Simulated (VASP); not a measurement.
**Pd: single point with revPBE+D3(BJ)**

Pd:

```
Pd
1.0
     0.00000    1.95939    1.95939
     1.95939    0.00000    1.95939
     1.95939    1.95939    0.00000
Pd
1
Direct
  0.00000 0.00000 0.00000
```

- Program: VASP 6.6.1
- Task: single point
- Functional: revPBE
- Dispersion: D3(BJ)
- Potentials or basis: VASP PAW PBE potentials, release 64 (Pd)
- Cutoff: 520 eV
- k mesh: 12 × 12 × 12
- Occupations: fermi-dirac, width 0.05 eV
- Spin: no spin polarisation
- Dipole correction: no
- Further INCAR settings: ALGO = Normal; EDIFF = 1e-06; NBANDS = 11

* Pressure: -7.8 GPa
* Band gap on the k mesh: zero (band 5 reaches 9.79 eV, above the bottom of band 6 at 8.27 eV)
* Dispersion energy per atom: -1.249 eV

Levels at points of the mesh, in eV from the Fermi level:
| k point | band 1 | band 2 | band 3 | band 4 | band 5 | band 6 | band 7 | band 8 | band 9 | band 10 |
| --- | --- | --- | --- | --- | --- | --- | --- | --- | --- | --- |
| (0.00, 0.00, 0.00) | -6.92 | -2.72 | -2.72 | -2.72 | -1.17 | -1.17 | 17.21 | 21.90 | 21.90 | 21.90 |
| (0.50, 0.00, 0.00) | -5.10 | -2.77 | -2.77 | -0.01 | -0.01 | 1.11 | 7.22 | 16.57 | 20.98 | 20.98 |
| (0.50, 0.50, 0.00) | -5.19 | -4.92 | -0.04 | 0.30 | 0.30 | 3.41 | 10.62 | 13.17 | 13.17 | 21.34 |

Run time: 6.4 s on 1 thread of Intel(R) Xeon(R) Platinum 8488C (Sapphire Rapids) (shared host), peak memory 0.15 GiB.

Caveat: the PAW data sets were made with another functional, which shifts forces and pressure a little; pairwise dispersion overbinds metals, which lowers pressure and volume.
